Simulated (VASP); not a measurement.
Here is a VASP 6.6.1 calculation.

The input INCAR:

```
ALGO     = Normal         # electronic algorithm
EDIFF    = 1E-6           # SCF threshold, eV
ENCUT    = 520            # plane-wave cutoff, eV
GGA_COMPAT= F            
ISIF     = 2              # what is computed and relaxed
ISMEAR   = 0              # smearing method
LASPH    = T              # aspherical terms in the spheres
LCHARG   = F              # write CHGCAR
LORBIT   = 11             # projections on sites
LORBMOM  = T            
LREAL    = F              # projectors in reciprocal space
LSORBIT  = T              # spin-orbit coupling
LWAVE    = F              # write WAVECAR
MAGMOM   = 0 0 0 0 0 0    # initial moments
NBANDS   = 32             # bands
NELM     = 150            # most SCF steps
PREC     = Accurate       # precision mode
SIGMA    = 0.03           # smearing width, eV
```

File KPOINTS:

```
k-points
0
Gamma
  10 10 10
```

File POSCAR:

```
PbSe
1.0
    0.0000000000      3.0620000000      3.0620000000
    3.0620000000      0.0000000000      3.0620000000
    3.0620000000      3.0620000000      0.0000000000
Pb Se
1 1
Direct
    0.0000000000      0.0000000000      0.0000000000
    0.5000000000      0.5000000000      0.5000000000
```

Potentials or basis: VASP PAW LDA potentials, release 64 (Pb_d, Se).

The run is started by

```sh
$ cat potpaw_LDA.64/Pb_d/POTCAR potpaw_LDA.64/Se/POTCAR > POTCAR
$ mpirun -np 1 vasp_ncl > vasp.out
```

Question: Estimate the pressure.

Answer: -2.3 GPa.

Question: What does it give for the net moment?

Answer: 0.00 μB per cell.

Moments on the atoms (μB; x, y, z):
```
Pb  0.00 0.00 0.00
Se  0.00 0.00 0.00
```
